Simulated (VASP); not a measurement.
HfO2:

```
CELL_PARAMETERS angstrom
0.00000 2.55750 2.55750
2.55750 0.00000 2.55750
2.55750 2.55750 0.00000
ATOMIC_POSITIONS crystal
Hf 0.00000 0.00000 0.00000
O 0.75000 0.75000 0.75000
O 0.25000 0.25000 0.25000
```

```yaml
Program: VASP 6.6.1
Task: relaxation of cell and atoms
Functional: PBEsol
Potentials_or_basis: VASP PAW PBE potentials, release 64 (Hf_pv, O)
Cutoff: 600 eV
k_mesh: 9 × 9 × 9
Occupations: fermi-dirac, width 0.05 eV
Spin: no spin polarisation
```

At the start: pressure -13.7 GPa; volume 11.15 Å³/atom.

How do energy, volume and symmetry change on relaxing?

Over 4 steps the energy falls by 28.0 meV/atom and the volume is 10.53 Å³/atom (-5.5 %); space group Fm-3m (No. 225, to 0.05 Å).

Step by step:
```
step  energy change (eV)  largest force (eV/Å)  pressure (GPa)  volume (Å³)
   1              0.0000                0.0000          -13.75        33.46
   2              0.1213                0.0000           27.65        29.03
   3             -0.0839                0.0000           -0.37        31.64
   4             -0.0839                0.0000           -0.02        31.60
```

Final structure:
```
Hf O
1.0
     0.00000    2.50931    2.50931
     2.50931    0.00000    2.50931
     2.50931    2.50931    0.00000
Hf O
1 2
Direct
  0.00000 0.00000 0.00000
  0.75000 0.75000 0.75000
  0.25000 0.25000 0.25000
```

Caveat: the PAW data sets were made with another functional, which shifts forces and pressure a little.
